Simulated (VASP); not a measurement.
# B3N2 (P-3m1) in VASP: a series of runs

The runs below take B3N2 through single point, relaxation of cell and atoms, with PBE.

All numbers are computed with VASP 6.6.1; they aren't measurements. Logs are shortened: lines on timing, memory, paths and dates and some standing lists are left out, and cuts for length are marked.

### 1 The cell of the first run

The structure is trigonal, space group P-3m1 (No. 164). Conventional cell: a = 2.473 Å, b = 2.473 Å, c = 12.492 Å, α = 90.00°, β = 90.00°, γ = 120.00°. Within 3.3 Å of B (site symmetry -3m) lie 6 B at 2.47 Å. Within 1.9 Å of B (site symmetry 3m) lie 3 N at 1.43 Å. Within 1.9 Å of N (site symmetry 3m) lie 3 B at 1.43 Å.

### 2 Single point, PBE

Input file INCAR:

```
ALGO = Normal
EDIFF = 1E-7
ENCUT = 520
GGA = PE
ISIF = 2
ISMEAR = 0
LASPH = True
LCHARG = True
LELF = True
LREAL = False
LVHAR = True
LWAVE = False
NBANDS = 18
NELM = 60
PREC = Accurate
SIGMA = 0.1
```

Input file KPOINTS:

```
k-points
0
Gamma
  18 18 4
```

Input file POSCAR:

```
B3N2
1.0
    2.4731310918      0.0000000000      0.0000000000
   -1.2365655459      2.1417943524      0.0000000000
    0.0000000000      0.0000000000     12.4915698489
B N
3 2
Direct
    0.0000000000      0.0000000000      0.0000000000
    0.3333333333      0.6666666667      0.6676094383
    0.6666666667      0.3333333333      0.3323905617
    0.3333333333      0.6666666667      0.3324312554
    0.6666666667      0.3333333333      0.6675687446
```

Potentials or basis: VASP PAW PBE potentials, release 64 (B, N).

Launch:

```
$ cat potpaw_PBE.64/B/POTCAR potpaw_PBE.64/N/POTCAR > POTCAR
$ mpirun -np 1 vasp_std > vasp.out
```

OUTCAR:

```text
EDIFF = 1E-7
   ENCUT = 520
   GGA = PE
   ISIF = 2
   ISMEAR = 0
   LASPH = True
   LREAL = False
   NELM = 60
   PREC = Accurate

 ion  position               nearest neighbor table
   1  0.000  0.000  0.000-
   2  0.333  0.667  0.668-   5 1.43   5 1.43   5 1.43
   3  0.667  0.333  0.332-   4 1.43   4 1.43   4 1.43
   4  0.333  0.667  0.332-   3 1.43   3 1.43   3 1.43
   5  0.667  0.333  0.668-   2 1.43   2 1.43   2 1.43

  LATTYP: Found a hexagonal cell.
 ALAT       =     2.4731310918
 C/A-ratio  =     5.0509129461

  Lattice vectors:

 A1 = (   2.4731310918,   0.0000000000,   0.0000000000)
 A2 = (  -1.2365655459,   2.1417943524,   0.0000000000)
 A3 = (   0.0000000000,   0.0000000000,  12.4915698489)

Analysis of symmetry for initial positions (statically):
=====================================================================
 Subroutine PRICEL returns:
 Original cell was already a primitive cell.

 Routine SETGRP: Setting up the symmetry group for a
 hexagonal supercell.

 Subroutine GETGRP returns: Found 12 space group operations
 (whereof 12 operations were pure point group operations)
 out of a pool of 24 trial point group operations.

The static configuration has the point symmetry D_3d.

Analysis of symmetry for dynamics (positions and initial velocities):
=====================================================================
 Subroutine PRICEL returns:
 Original cell was already a primitive cell.

 Routine SETGRP: Setting up the symmetry group for a
 hexagonal supercell.

 Subroutine GETGRP returns: Found 12 space group operations
 (whereof 12 operations were pure point group operations)
 out of a pool of 24 trial point group operations.

The dynamic configuration has the point symmetry D_3d.

 Subroutine INISYM returns: Found 12 space group operations
 (whereof 12 operations are pure point group operations),
 and found     1 'primitive' translations

----------------------------------------------------------------------------------------

                                     Primitive cell

  volume of cell :      66.1671

[... 90 lines left out ...]
   LSORBIT =      F    spin-orbit coupling
   LASPH  =      T    aspherical Exc in radial PAW
   ENCUT  =  520.0 eV  38.22 Ry    6.18 a.u.   4.60  4.60 23.23*2*pi/ulx,y,z
   NELM   =     60;   NELMIN=  2; NELMDL= -5     # of ELM steps
   EDIFF  = 0.1E-06   stopping-criterion for ELM
   LREAL  =      F    real-space projection
   EDIFFG = 0.1E-05   stopping-criterion for IOM
   NSW    =      0    number of steps for IOM
   IBRION =     -1    ionic relax: 0-MD 1-quasi-New 2-CG
   NFREE  =      0    steps in history (QN), initial steepest desc. (CG)
   ISIF   =      2    stress and relaxation
   ISYM   =      2    0-nonsym 1-usesym 2-fastsym
   POTIM  = 0.5000    time-step for ionic-motion
   TEBEG  =    0.0;   TEEND  =   0.0 temperature during run
   PSTRESS=    0.0 pullay stress
   NELECT =      19.0000    total number of electrons
   NUPDOWN=      -1.0000    fix difference up-down
   EMIN   =  10.00;   EMAX   =-10.00  energy-range for DOS
   EFERMI =   0.00;   METHOD = LEGACY
   ISMEAR =     0;   SIGMA  =   0.10  broadening in eV -4-tet -1-fermi 0-gaus
   EFERMI_NEDOS =   21; number of points for ismear=-14 and -15
   IALGO  =     38    algorithm
   IMIX   =      4    mixing-type and parameters
     AMIX     =   0.40;   BMIX     =  1.00
     AMIX_MAG =   1.60;   BMIX_MAG =  1.00
  volume/ion in A,a.u.               =      13.23        89.30
  Fermi-wavevector in a.u.,A,eV,Ry     =   1.080054  2.041006 15.871417  1.166516
  Thomas-Fermi vector in A             =   2.216035
   LORBIT       =      0    0 simple, 1 ext, 2 COOP (PROOUT), +10 PAW based schemes
   GGA     = PE    functional components
   LHFCALC =     F    Hartree Fock is set to
   AEXX    =    0.0000 exact exchange contribution
   IVDW    =     0    specifies the selected vdW correction
   LEPSILON=     F    determine dielectric tensor
   LRPA    =     F    only Hartree local field effects (RPA)
 non-spin polarized calculation
 Gauss-broadening in eV      SIGMA  =   0.10
  energy-cutoff  :      520.00
  volume of cell :       66.17
 maximum number of plane-waves:      1806
   NGX =  9   NGY =  9   NGZ = 47

 number of electron      18.9999998 magnetization

 Free energy of the ion-electron system (eV)
  ---------------------------------------------------
  ext. energy  EPLUGINS =         0.00000000
  ---------------------------------------------------
  free energy    TOTEN  =       -38.41846972 eV

  energy without entropy =      -38.41592993  energy(sigma->0) =      -38.41719982

 E-fermi :   0.7054     XC(G=0):  -8.2472

 val. band max:        0.5783120153   @ k =  -0.2222  -0.4444   0.2500
 cond. band min:       0.7248596130   @ k =   0.1667   0.1111   0.5000
 fundamental gap:      0.1465475978
 Fermi energy:         0.7054141535

 k-point     1 :       0.0000    0.0000    0.0000
  band No.  band energies     occupation
      1     -17.8019      2.00000
      2     -17.7828      2.00000
      3      -8.3094      2.00000
      4      -5.4809      2.00000
      5      -5.2183      2.00000
      6      -1.1945      2.00000
[... 481 lines left out ...]
      5      -4.6981      2.00000
      6      -4.6955      2.00000
[... 10 lines left out ...]
     17      11.7299      0.00000
     18      12.3914      0.00000

 [... further k-points ...]

------------------------ aborting loop because EDIFF is reached ----------------------------------------

  FORCE on cell =-STRESS in cart. coord.  units (eV):
  Direction    XX          YY          ZZ          XY          YZ          ZX
  --------------------------------------------------------------------------------------
  -------------------------------------------------------------------------------------
  Total        0.0341391      0.0341391     -0.0239404      0.0000000      0.0000000      0.0000000
  in kB        0.8266488      0.8266488     -0.5796957      0.0000000      0.0000000      0.0000000
  external PRESSURE =       0.3578673 kB  Pullay stress =       0.0000000 kB

 VOLUME and BASIS-vectors are now :
 -----------------------------------------------------------------------------
  energy-cutoff  :      520.00
  volume of cell :       66.17
      direct lattice vectors                 reciprocal lattice vectors
     2.473131092  0.000000000  0.000000000     0.404345731  0.233449117  0.000000000
    -1.236565546  2.141794352  0.000000000     0.000000000  0.466898234  0.000000000
     0.000000000  0.000000000 12.491569849     0.000000000  0.000000000  0.080053989

 POSITION                                       TOTAL-FORCE (eV/Angst)
 -----------------------------------------------------------------------------------
      0.00000      0.00000      0.00000        -0.000000      0.000000      0.000000
     -0.00000      1.42786      8.33949         0.000000     -0.000000      0.000152
      1.23657      0.71393      4.15208        -0.000000      0.000000     -0.000152
     -0.00000      1.42786      4.15259        -0.000000     -0.000000     -0.000072
      1.23657      0.71393      8.33898        -0.000000      0.000000      0.000072
 -----------------------------------------------------------------------------------
    total drift:                                0.000000      0.000000      0.000000

  FREE ENERGIE OF THE ION-ELECTRON SYSTEM (eV)
  ---------------------------------------------------
  free  energy   TOTEN  =       -38.4184697162 eV

  energy  without entropy=      -38.4159299278  energy(sigma->0) =      -38.41719982
```

OSZICAR:

```text
N       E                     dE             d eps       ncg     rms          rms(c)
DAV:   1     0.762832442568E+02    0.76283E+02   -0.87373E+03  4968   0.908E+02
DAV:   2    -0.360459030121E+02   -0.11233E+03   -0.10443E+03  6394   0.208E+02
DAV:   3    -0.424704990591E+02   -0.64246E+01   -0.63727E+01  6644   0.521E+01
DAV:   4    -0.425474390782E+02   -0.76940E-01   -0.76871E-01  6720   0.615E+00
DAV:   5    -0.425485358435E+02   -0.10968E-02   -0.10966E-02  6562   0.707E-01    0.117E+01
DAV:   6    -0.389799484318E+02    0.35686E+01   -0.70875E+00  6132   0.163E+01    0.533E+00
DAV:   7    -0.385728138382E+02    0.40713E+00   -0.74078E-01  6712   0.520E+00    0.327E+00
DAV:   8    -0.384294575478E+02    0.14336E+00   -0.44293E-01  6710   0.368E+00    0.570E-01
DAV:   9    -0.384229473042E+02    0.65102E-02   -0.34028E-02  6240   0.110E+00    0.229E-01
DAV:  10    -0.384200786183E+02    0.28687E-02   -0.53213E-03  6564   0.419E-01    0.599E-02
DAV:  11    -0.384186118007E+02    0.14668E-02   -0.25914E-03  6698   0.235E-01    0.565E-02
DAV:  12    -0.384184510972E+02    0.16070E-03   -0.50982E-04  6730   0.104E-01    0.155E-02
DAV:  13    -0.384184688587E+02   -0.17761E-04   -0.70184E-05  6042   0.485E-02    0.621E-03
DAV:  14    -0.384184693534E+02   -0.49470E-06   -0.30513E-06  6994   0.104E-02    0.237E-03
DAV:  15    -0.384184696979E+02   -0.34459E-06   -0.38221E-07  5588   0.414E-03    0.337E-04
DAV:  16    -0.384184697162E+02   -0.18247E-07   -0.11531E-08  5760   0.776E-04
   1 F= -.38418470E+02 E0= -.38417200E+02  d E =-.253979E-02
```

stdout:

```text
POSCAR found type information on POSCAR B N
 POSCAR found :  2 types and       5 ions
 scaLAPACK will be used
 LDA part: xc-table for (Slater+PW92), standard interpolation
 POSCAR, INCAR and KPOINTS ok, starting setup
 FFT: planning ... GRIDC
 FFT: planning ... GRID_SOFT
 FFT: planning ... GRID
 WAVECAR not read
 entering main loop
```

Wall time 84 s (1 thread of Intel Xeon 6975P-C (Granite Rapids), shared host); peak memory 0.26 GiB.

Results:

| Item | Value |
| --- | --- |
| Free energy | -38.4185 eV |
| Pressure | 0.0 GPa |
| Band gap on the k mesh | zero (an odd number of electrons rules out a gap without spin polarisation) |

Stress tensor (GPa, compression positive):
```
 0.08  0.00  0.00
 0.00  0.08  0.00
 0.00  0.00 -0.06
```

Caveat: this functional lacks dispersion, which binds layers or chains, so the pressure and a relaxed spacing across them are unreliable; an odd number of electrons without spin polarisation forces a metal; a magnetic or distorted state may lie lower.

### 3 Relaxation of cell and atoms, PBE

This run uses another cell than the first one, of 12.17 Å³/atom.

Input file INCAR:

```
PREC = Accurate ; ENCUT = 600
EDIFF = 1E-6 ; ISMEAR = 0
SIGMA = 0.1 ; LREAL = False
LASPH = True ; NELM = 60
ALGO = Normal ; ISIF = 3
LWAVE = False ; LCHARG = False
GGA = PE ; IBRION = 2
NSW = 100 ; EDIFFG = -0.01
```

Input file KPOINTS:

```
regular mesh
0
Gamma
  18 18 4
```

Input file POSCAR:

```
B3N2
1.0
    2.4741201672      0.0000000000      0.0000000000
   -1.2370600836      2.1426509168      0.0000000000
    0.0000000000      0.0000000000     11.4814942171
B N
3 2
Direct
    0.0000000000      0.0000000000      0.0000000000
    0.3333333333      0.6666666667      0.6693604022
    0.6666666667      0.3333333333      0.3306395978
    0.3333333333      0.6666666667      0.3307483797
    0.6666666667      0.3333333333      0.6692516203
```

Potentials or basis: VASP PAW PBE potentials, release 64 (B, N).

Launch:

```
$ cat potpaw_PBE.64/B/POTCAR potpaw_PBE.64/N/POTCAR > POTCAR
$ mpirun -np 1 vasp_std > vasp.out
```

Wall time 8.6 min (1 thread of Intel Xeon 6975P-C (Granite Rapids), shared host); peak memory 0.27 GiB.

The run converged. Its results:

```yaml
Free_energy: -38.4211 eV
Relaxed_volume: 12.75 Å³/atom
Relaxed_cell: a = 2.473 Å, b = 2.473 Å, c = 12.040 Å, α = 90.00°, β = 90.00°, γ = 120.00°
Space_group_after_relaxing_to_0.1_Å: P-3m1 (No. 164)
Energy_gained_by_relaxing: 0.3 meV/atom
Ionic_steps: 20
Pressure_after_relaxing: 0.0 GPa
Largest_force_after_relaxing: 0.009 eV/Å
Band_gap_on_the_k_mesh: zero (an odd number of electrons rules out a gap without spin polarisation)
```

Forces on the atoms (eV/Å):
```
B    0.000  0.000  0.000
B    0.000  0.000 -0.009
B    0.000  0.000  0.009
N    0.000  0.000 -0.008
N    0.000  0.000  0.008
```

The path:
```tsv
step	energy change (eV)	largest force (eV/Å)	pressure (GPa)	volume (Å³)
1	0.0000	0.0007	-0.14	60.87
2	0.0000	0.0001	0.34	60.77
3	-0.0001	0.0001	0.08	60.82
4	-0.0001	0.0000	0.08	60.86
5	-0.0002	0.0010	0.06	60.97
6	-0.0004	0.0027	0.01	61.19
7	-0.0007	0.0065	-0.09	61.64
8	-0.0011	0.0142	-0.28	62.54
9	-0.0008	0.0290	-0.66	64.34
10	-0.0011	0.0190	-0.40	63.08
11	-0.0011	0.0188	-0.38	63.09
12	-0.0011	0.0183	-0.37	63.12
13	-0.0012	0.0174	-0.32	63.19
14	-0.0013	0.0155	-0.23	63.33
15	-0.0014	0.0120	-0.06	63.61
16	-0.0013	0.0051	0.28	64.17
17	-0.0015	0.0104	0.04	63.79
18	-0.0015	0.0107	0.02	63.75
19	-0.0015	0.0103	0.03	63.76
20	-0.0015	0.0086	0.02	63.77
```

Final structure:
```
CELL_PARAMETERS angstrom
2.47300 0.00000 0.00000
-1.23650 2.14168 0.00000
0.00000 0.00000 12.03957
ATOMIC_POSITIONS crystal
B 0.00000 0.00000 0.00000
B 0.33333 0.66667 0.66937
B 0.66667 0.33333 0.33063
N 0.33333 0.66667 0.33075
N 0.66667 0.33333 0.66925
```

Levels at points of the mesh, in eV from the Fermi level:
| k point | band 7 | band 8 | band 9 | band 10 | band 11 | band 12 | band 13 |
| --- | --- | --- | --- | --- | --- | --- | --- |
| (0.00, 0.00, 0.00) | -1.95 | -1.95 | -1.95 | -1.56 | 4.18 | 6.84 | 7.11 |
| (0.50, 0.00, 0.00) | -2.76 | -2.23 | -1.66 | -1.53 | 3.04 | 4.09 | 4.44 |
| (0.00, 0.00, 0.50) | -1.95 | -1.95 | -1.95 | -1.58 | 4.70 | 5.39 | 8.37 |
| (0.50, 0.00, 0.50) | -2.76 | -2.24 | -1.67 | -1.53 | 3.03 | 4.19 | 4.34 |

Caveat: this functional lacks dispersion, which binds layers or chains, so the pressure and a relaxed spacing across them are unreliable; an odd number of electrons without spin polarisation forces a metal; a magnetic or distorted state may lie lower.

The gap in the log of VASP goes by the Fermi energy; the results here count the filled bands.